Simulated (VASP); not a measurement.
Input of a VASP 6.6.1 run:

The input INCAR:

```
SYSTEM = BAs
PREC     = Accurate       ! precision mode
ENCUT    = 520            ! plane-wave cutoff, eV
EDIFF    = 1E-7           ! SCF threshold, eV
ISMEAR   = -1             ! smearing method
SIGMA    = 0.15           ! smearing width, eV
LREAL    = .False.        ! projectors in reciprocal space
LASPH    = .True.         ! aspherical terms in the spheres
NELM     = 150            ! most SCF steps
ALGO     = Normal         ! electronic algorithm
ISIF     = 2              ! what is computed and relaxed
LWAVE    = .False.        ! write WAVECAR
LCHARG   = .False.        ! write CHGCAR
ISPIN    = 2              ! spin polarisation
MAGMOM   = 0.5 0          ! initial moments
LORBIT   = 11             ! projections on sites
GGA      = PS             ! functional
NBANDS   = 15             ! bands
```

File KPOINTS:

```
regular mesh
0
Gamma
  10 10 10
  0 0 0
```

POSCAR

```
BAs
1.0
    0.0000000000      2.4353452264      2.4353452264
    2.4353452264      0.0000000000      2.4353452264
    2.4353452264      2.4353452264      0.0000000000
As B
1 1
Direct
    0.7500000000      0.7500000000      0.7500000000
    0.0000000000      0.0000000000      0.0000000000
```

Potentials or basis: VASP PAW PBE potentials, release 64 (As, B).

Run with:

```console
$ cat potpaw_PBE.64/As/POTCAR potpaw_PBE.64/B/POTCAR > POTCAR
$ mpirun -np 1 vasp_std > vasp.out
```

Q: What does it give for the pressure?

A: -7.2 GPa.

Q: What does it give for the net moment?

A: 0.00 μB per cell.

Q: What does it give for the band gap on the k mesh?

A: 1.13 eV, indirect (least direct gap 3.17 eV).

Caveat: the PAW data sets were made with another functional, which shifts forces and pressure a little. A k mesh can miss the band edges.
